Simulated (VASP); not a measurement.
Nb3Cd: single point with PBE

Nb3Cd:

```
CELL_PARAMETERS angstrom
5.97761 0.00000 0.00000
-2.98880 5.17676 0.00000
0.00000 0.00000 4.84145
ATOMIC_POSITIONS crystal
Nb 0.83963 0.67926 0.25000
Nb 0.16037 0.83963 0.75000
Nb 0.32074 0.16037 0.25000
Nb 0.16037 0.32074 0.75000
Nb 0.83963 0.16037 0.25000
Nb 0.67926 0.83963 0.75000
Cd 0.33333 0.66667 0.25000
Cd 0.66667 0.33333 0.75000
```

- Program: VASP 6.6.1
- Task: single point
- Functional: PBE
- Potentials or basis: VASP PAW PBE potentials, release 64 (Nb_sv, Cd)
- Cutoff: 520 eV
- k mesh: 3 × 3 × 4
- Occupations: gaussian, width 0.1 eV
- Spin: no spin polarisation
- Dipole correction: no
- Further INCAR settings: ALGO = Normal; EDIFF = 1e-07; NBANDS = 61

```yaml
Pressure: 0.1 GPa
Largest_force: 0.026 eV/Å
Band_gap_on_the_k_mesh: zero (bands 51 and 52 overlap by 1.17 eV)
```

Forces in eV/Å, atoms in the order of the input:
```
Nb   0.000  0.026  0.000
Nb  -0.022  0.013  0.000
Nb  -0.022 -0.013  0.000
Nb   0.000 -0.026  0.000
Nb   0.022 -0.013  0.000
Nb   0.022  0.013  0.000
Cd   0.000  0.000  0.000
Cd   0.000  0.000  0.000
```

Stress tensor (GPa, compression positive):
```
 0.21  0.00  0.00
 0.00  0.21  0.00
 0.00  0.00 -0.16
```

Levels at points of the mesh, in eV from the Fermi level:
| k point | band 47 | band 48 | band 49 | band 50 | band 51 | band 52 | band 53 | band 54 | band 55 | band 56 |
| --- | --- | --- | --- | --- | --- | --- | --- | --- | --- | --- |
| (0.00, 0.00, 0.00) | -1.11 | -0.41 | -0.39 | -0.09 | 0.17 | 0.17 | 0.46 | 0.46 | 0.48 | 2.42 |
| (0.00, 0.00, 0.50) | -1.18 | -1.18 | 0.16 | 0.16 | 0.82 | 0.82 | 0.82 | 0.82 | 1.83 | 1.83 |

Wall time 55 s on 1 thread of Intel(R) Xeon(R) 6975P-C (Granite Rapids), on a shared host, peak memory 0.29 GiB.

Caveat: the k points lie up to 0.40 Å⁻¹ apart, too coarse for converged energies and pressures of a metal.
